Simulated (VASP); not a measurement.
Wanted: the native input for a VASP 6.6.1 run.

```yaml
Task: single point
Functional: PBE
Potentials_or_basis: VASP PAW PBE potentials, release 64 (Al, Sc_sv, N)
Cutoff: 520 eV
k_mesh: 4 × 4 × 5
Occupations: gaussian, width 0.01 eV
Spin: no spin polarisation
Dipole_correction: no
Further_INCAR_settings: LREAL = Auto; ALGO = Normal; EDIFF = 1e-06; NBANDS = 50
```

The structure of ScAl7N8 lies in POSCAR:

```
ScAl7N8
1.0
    6.3706846568      0.0000000000      0.0000000000
   -3.1853423284      5.5171747523      0.0000000000
    0.0000000000      0.0000000000      5.0745140174
Al Sc N
7 1 8
Direct
    0.3364360552      0.1635639448      0.5020066404
    0.1681463127      0.8340731564     -0.0009189654
    0.3364360552      0.6728721103      0.5020066404
    0.6659268436      0.3318536873     -0.0009189654
    0.8271278897      0.1635639448      0.5020066404
    0.6659268436      0.8340731564     -0.0009189654
    0.8333333333      0.6666666667      0.4982802465
    0.1666666667      0.3333333333     -0.0067627559
    0.1666666667      0.3333333333      0.4143090648
    0.3438376523      0.1561623477      0.8763579182
    0.1654313548      0.8327156774      0.3790329532
    0.3438376523      0.6876753045      0.8763579182
    0.6672843226      0.3345686452      0.3790329532
    0.8123246955      0.1561623477      0.8763579182
    0.6672843226      0.8327156774      0.3790329532
    0.8333333333      0.6666666667      0.8807378052
```

The input as run:

INCAR

```
SYSTEM = ScAl7N8
PREC = Accurate
ENCUT = 520
EDIFF = 1E-6
ISMEAR = 0
SIGMA = 0.01
LREAL = Auto
LASPH = .TRUE.
NELM = 60
ALGO = Normal
ISIF = 2
LWAVE = .FALSE.
LCHARG = .FALSE.
GGA = PE
NBANDS = 50
```

KPOINTS

```
Automatic mesh
0
G
  4 4 5
  0 0 0
```

Potentials or basis: VASP PAW PBE potentials, release 64 (Al, Sc_sv, N).

Launch:

```bash
$ cat potpaw_PBE.64/Al/POTCAR potpaw_PBE.64/Sc_sv/POTCAR potpaw_PBE.64/N/POTCAR > POTCAR
$ mpirun -np 1 vasp_std > vasp.out
```

Results of the run:

```yaml
Pressure: -0.9 GPa
Largest_force: 0.068 eV/Å
Band_gap_on_the_k_mesh: 3.87 eV
```

Caveat: an odd mesh through Γ misses points on the zone boundary, where band edges can lie.

It took 7.6 min on 1 thread of Intel Xeon 8259CL, with other jobs on the host, peak memory 0.33 GiB.
